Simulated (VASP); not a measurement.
**WC: single point with PBEsol**

WC:

```xyz
2
Lattice="0.0000 2.1927 2.1927 2.1927 0.0000 2.1927 2.1927 2.1927 0.0000" Properties=species:S:1:pos:R:3 pbc="T T T"
W     0.0000   -0.1061   -0.1061
C     2.1927    2.1927    2.1927
```

This cell differs from its parent crystal: all W atoms moved +0.150 Å, as atom 1 towards its neighbour atom 1 (W) at 3.101 Å.

```yaml
Program: VASP 6.6.1
Task: single point
Functional: PBEsol
Potentials_or_basis: VASP PAW PBE potentials, release 64 (W_sv, C_h)
Cutoff: 910 eV
k_mesh: 18 × 18 × 18
Occupations: gaussian, width 0.15 eV
Spin: no spin polarisation
Dipole_correction: no
Further_INCAR_settings: ALGO = Normal; EDIFF = 1e-06; NBANDS = 16
```

```json
{
  "Pressure": "-5.7 GPa",
  "Largest force": "1.101 eV/Å",
  "Band gap on the k mesh": "zero (bands 9 and 10 overlap by 3.06 eV)"
}
```

Forces on the atoms (eV/Å):
```
W    0.000  0.778  0.778
C    0.000 -0.778 -0.778
```

Stress tensor (GPa, compression positive):
```
-9.56  0.00  0.00
 0.00 -3.76 -0.56
 0.00 -0.56 -3.76
```

Levels at points of the mesh, in eV from the Fermi level:
```tsv
k point	band 5	band 6	band 7	band 8	band 9	band 10	band 11	band 12	band 13	band 14
(0.00, 0.00, 0.00)	-15.70	-3.23	-3.16	-2.70	-2.22	-1.32	-0.39	0.17	0.48	6.50
(0.50, 0.00, 0.00)	-11.22	-9.60	-6.55	-6.49	1.08	1.15	2.42	4.86	8.78	8.92
(0.00, 0.50, 0.00)	-11.10	-9.73	-6.46	-6.35	1.07	1.07	2.36	4.54	8.36	8.86
(0.50, 0.50, 0.00)	-13.44	-5.89	-5.49	-2.52	-2.19	1.08	2.33	2.34	5.21	7.23
(0.00, 0.50, 0.50)	-13.44	-6.05	-5.53	-2.65	-1.96	1.20	2.34	2.34	5.54	7.08
```

Wall time 3.6 min on 1 thread of Intel(R) Xeon(R) Platinum 8559C (Emerald Rapids), on a shared host, peak memory 0.74 GiB.

Caveat: the cell differs from its parent crystal (all W atoms moved +0.150 Å, as atom 1 towards its neighbour atom 1 (W) at 3.101 Å); the cutoff is under 1.25 times the usual one of these potentials, so pressure, stress and relaxed cells hold a basis-set (Pulay) error; the cell stands under tension; the PAW data sets were made with another functional, which shifts forces and pressure a little; spin-orbit coupling is left out, which moves the levels of the heavy elements.
